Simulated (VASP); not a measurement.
NbAl3Pb: single point with PBE

NbAl3Pb:

```
CELL_PARAMETERS angstrom
3.56841 -3.60227 0.00000
3.56841 3.60227 0.00000
0.00000 0.00000 5.07036
ATOMIC_POSITIONS crystal
Al 0.00000 0.00000 0.00000
Al 0.00000 0.50000 0.50000
Al 0.50000 0.00000 0.50000
Nb 0.00000 0.00000 0.50000
Pb 0.50000 0.50000 0.00000
```

```
Program             : VASP 6.6.1
Task                : single point
Functional          : PBE
Potentials or basis : VASP PAW PBE potentials, release 64 (Al, Nb_sv, Pb_d)
Cutoff              : 520 eV
k mesh              : 8 × 8 × 8
Occupations         : gaussian, width 0.1 eV
Spin                : no spin polarisation
```

```
Pressure               : -0.1 GPa
Band gap on the k mesh : zero (band 18 reaches 5.31 eV, above the bottom of band 19 at 4.30 eV)
```

Levels at points of the mesh, in eV from the Fermi level:
| k point | band 15 | band 16 | band 17 | band 18 | band 19 | band 20 | band 21 | band 22 |
| --- | --- | --- | --- | --- | --- | --- | --- | --- |
| (0.00, 0.00, 0.00) | -1.66 | -1.65 | 0.23 | 0.23 | 0.23 | 2.96 | 3.01 | 3.02 |
| (0.50, 0.00, 0.00) | -1.49 | -1.13 | 0.16 | 0.16 | 0.29 | 1.08 | 1.28 | 1.81 |
| (0.50, 0.50, 0.00) | -1.26 | -0.81 | -0.73 | -0.71 | 0.49 | 0.75 | 0.76 | 1.40 |
| (0.00, 0.00, 0.50) | -1.47 | -1.13 | 0.14 | 0.19 | 0.29 | 1.09 | 1.28 | 1.78 |
| (0.50, 0.00, 0.50) | -1.26 | -0.82 | -0.72 | -0.72 | 0.49 | 0.75 | 0.76 | 1.40 |
| (0.50, 0.50, 0.50) | -3.17 | -3.16 | -2.63 | -0.78 | -0.78 | 1.86 | 1.88 | 1.89 |

Wall time 9.6 min on 1 thread of Intel(R) Xeon(R) Platinum 8488C (Sapphire Rapids), with other jobs on the host, peak memory 0.51 GiB.

Caveat: spin-orbit coupling is left out, which moves the levels of the heavy elements.
